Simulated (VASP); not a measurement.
## Si3Bi: single point with PBE

The system is Si3Bi.

```xyz
4
Lattice="4.8205 0.0000 0.0000 -2.4102 4.1746 0.0000 0.0000 0.0000 2.8031" Properties=species:S:1:pos:R:3 pbc="T T T"
Si    2.4102    0.0000    0.0000
Si   -1.2051    2.0873    0.0000
Si    1.2051    2.0873    0.0000
Bi    0.0000    0.0000    1.4015
```

* Program: VASP 6.6.1
* Task: single point
* Functional: PBE
* Potentials or basis: VASP PAW PBE potentials, release 64 (Si, Bi_d)
* Cutoff: 520 eV
* k mesh: 6 × 6 × 6
* Occupations: gaussian, width 0.1 eV
* Spin: no spin polarisation

```yaml
Pressure: 55.3 GPa
```

Stress tensor (GPa, compression positive):
```
57.42  0.00  0.00
 0.00 57.42  0.00
 0.00  0.00 51.13
```

Levels at points of the mesh, in eV from the Fermi level:
```
           k point  band 9  band 10  band 11  band 12  band 13  band 14  band 15  band 16  band 17  band 18
(0.00, 0.00, 0.00)   -7.93    -7.29    -6.44    -6.44     1.56     4.45     6.83     7.72     7.72     8.20
(0.50, 0.00, 0.00)   -9.57    -1.69    -1.47    -1.07    -0.80     2.53     2.61     3.47     4.00     5.45
(0.00, 0.00, 0.50)   -3.98    -3.11    -3.11    -3.07    -2.95    -2.95    -2.28    -2.28    -1.46    -1.46
(0.50, 0.00, 0.50)   -7.46    -6.34    -4.73    -4.24    -3.26     0.80     1.82     2.10     3.13     4.31
```

Run time: 46 s on 1 thread of Oxide Virtual Turin-like Processor, on a shared host, peak memory 0.15 GiB.

Caveat: the k points lie up to 0.37 Å⁻¹ apart; spin-orbit coupling is left out, which moves the levels of the heavy elements.
